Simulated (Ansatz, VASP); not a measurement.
ZnSn15O16 in VASP and in Ansatz

```
Zn Sn O
1.0
     7.62739    0.00000    0.00000
     0.00000    7.62739    0.00000
     0.00000    0.00000    9.77383
Zn Sn O
1 15 16
Direct
  0.00000 0.25000 0.06066
  0.00000 0.25000 0.62382
  0.00000 0.75000 0.12335
  0.00000 0.75000 0.62066
  0.50000 0.25000 0.12335
  0.50000 0.25000 0.62066
  0.50000 0.75000 0.12528
  0.50000 0.75000 0.61677
  0.24777 0.00223 0.38042
  0.25192 0.99808 0.88455
  0.24777 0.49777 0.38042
  0.25192 0.50192 0.88455
  0.75223 0.00223 0.38042
  0.74808 0.99808 0.88455
  0.75223 0.49777 0.38042
  0.74808 0.50192 0.88455
  0.25321 0.25000 0.00050
  0.24921 0.25000 0.50347
  0.25183 0.75000 0.00552
  0.24912 0.75000 0.49689
  0.74679 0.25000 0.00050
  0.75079 0.25000 0.50347
  0.74817 0.75000 0.00552
  0.75088 0.75000 0.49689
  0.00000 0.99679 0.00050
  0.00000 0.00079 0.50347
  0.00000 0.50321 0.00050
  0.00000 0.49921 0.50347
  0.50000 0.99817 0.00552
  0.50000 0.00088 0.49689
  0.50000 0.50183 0.00552
  0.50000 0.49912 0.49689
```

Alike in both runs: functional PBE; k mesh 3 × 3 × 2; occupations fermi-dirac, width 0.01 eV; no spin polarisation.

Ansatz relaxed the structure, and its values are those at the end. VASP's run is a single point on that final structure, the one shown.

```csv
,VASP,Ansatz
version,VASP 6.6.1,Ansatz 0.2.0
potentials or method,"VASP PAW PBE potentials, release 64 (Zn, Sn_d, O_h)","plane-wave PAW, scalar-relativistic"
plane-wave cutoff (eV),910,420
valence electrons in the cell,318,318
```

VASP gave:

* gap on the k mesh at the Fermi level (eV): 0.53
* rms of the force components (eV/Å): 0.032

**Question.** What did Ansatz give for the same quantities?

**Answer.** gap on the k mesh at the Fermi level (eV): 0.53; rms of the force components (eV/Å): 0.002.

Ansatz's warnings: stress scf threshold loose.

Noted on VASP's run: the cutoff is under 1.25 times that of the potentials, so the pressure is a little rough.
